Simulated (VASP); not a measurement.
The system is BN (BN (F-43m)).

```
CELL_PARAMETERS angstrom
0.00000 1.81206 1.81206
1.81206 0.00000 1.81206
1.81206 1.81206 0.00000
ATOMIC_POSITIONS crystal
B 0.00000 0.00000 0.00000
N 0.25000 0.25000 0.25000
```

Base run:

* Program: VASP 6.6.1
* Functional: r2SCAN
* Potentials or basis: VASP PAW PBE potentials, release 64 (B, N)
* Cutoff: 660 eV
* k mesh: 13 × 13 × 13
* Occupations: fermi-dirac, width 0.01 eV
* Spin: no spin polarisation

Its results: band gap on the k mesh 5.04 eV, indirect (least direct gap 9.49 eV); pressure -3.4 GPa.

**Question.** The run is repeated on the same cell with these changes: functional from r2SCAN to LDA; potentials or basis from VASP PAW PBE potentials, release 64 (B, N) to VASP PAW LDA potentials, release 64 (B, N); cutoff from 660 eV to 600 eV. What comes out?

**Answer.** Band gap on the k mesh 4.41 eV, indirect (least direct gap 8.65 eV); pressure -13.0 GPa.

Caveats: the PAW data sets were made with another functional, which shifts forces and pressure a little (some runs).

A k mesh can miss the band edges.
